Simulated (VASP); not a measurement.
A run of VASP 6.6.1:

INCAR

```
SYSTEM = PbF2
PREC = Accurate ; ENCUT = 600
EDIFF = 1E-6 ; ISMEAR = -1
SIGMA = 0.05 ; LREAL = .FALSE.
LASPH = .TRUE. ; NELM = 120
ALGO = Normal ; ISIF = 2
LWAVE = .FALSE. ; LCHARG = .FALSE.
GGA = RE ; IVDW = 13
NBANDS = 21 ; GGA_COMPAT = .FALSE.
```

File KPOINTS:

```
Automatic mesh
0
G
  8 8 8
  0 0 0
```

POSCAR

```
PbF2
1.0
    0.0000000000      3.0093777830      3.0093777830
    3.0093777830      0.0000000000      3.0093777830
    3.0093777830      3.0093777830      0.0000000000
Pb F
1 2
Direct
    0.0000000000      0.0000000000      0.0000000000
    0.7500000000      0.7500000000      0.7500000000
    0.2500000000      0.2500000000      0.2500000000
```

Potentials or basis: VASP PAW PBE potentials, release 64 (Pb_d, F).

Launch:

```console
$ cat potpaw_PBE.64/Pb_d/POTCAR potpaw_PBE.64/F/POTCAR > POTCAR
$ mpirun -np 1 vasp_std > vasp.out
```

Hardware: 1 thread of AMD EPYC 9R45 (Zen 5), with other jobs on the host.

Q: Estimate the wall time of this run.

A: Wall time 30 s on 1 thread of AMD EPYC 9R45 (Zen 5), with other jobs on the host, peak memory 0.18 GiB. Counts: scf iterations 14, k points 29.
